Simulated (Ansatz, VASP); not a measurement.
## BN: VASP beside Ansatz

```
B N
1.0
    -0.04167    1.81730    1.81730
     1.81730   -0.04167    1.81730
     1.81730    1.81730   -0.04167
B N
1 1
Direct
  0.00001 0.00001 0.00001
  0.24999 0.24999 0.24999
```

Change from the starting cell: epitaxial_111 strain +3.0%.

Alike in both runs: task single point; functional r2SCAN; k mesh 12 × 12 × 12; no spin polarisation.

```csv
,VASP,Ansatz
version,VASP 6.6.1,Ansatz 0.2.0
potentials or method,"VASP PAW PBE potentials, release 64 (B, N)","plane waves, PAW"
plane-wave cutoff (eV),520,500
occupations,"gaussian, width 0.01 eV",fixed
valence electrons in the cell,8,8
```

VASP gave:

- gap on the k mesh at the Fermi level (eV): 4.83
- pressure (GPa): -17.9
- traceless stress, the component that is largest in VASP (GPa): 9.45
- rms of the force components (eV/Å): 0.001

Task: Which values does Ansatz return?

Result: gap on the k mesh at the Fermi level (eV): 4.84; pressure (GPa): -18.8; traceless stress, the component that is largest in VASP (GPa): 9.38; rms of the force components (eV/Å): 0.004.

VASP's potentials were made for PBE, not for r2SCAN. Atom by atom the forces differ by 0.005 eV/Å (rms over components).
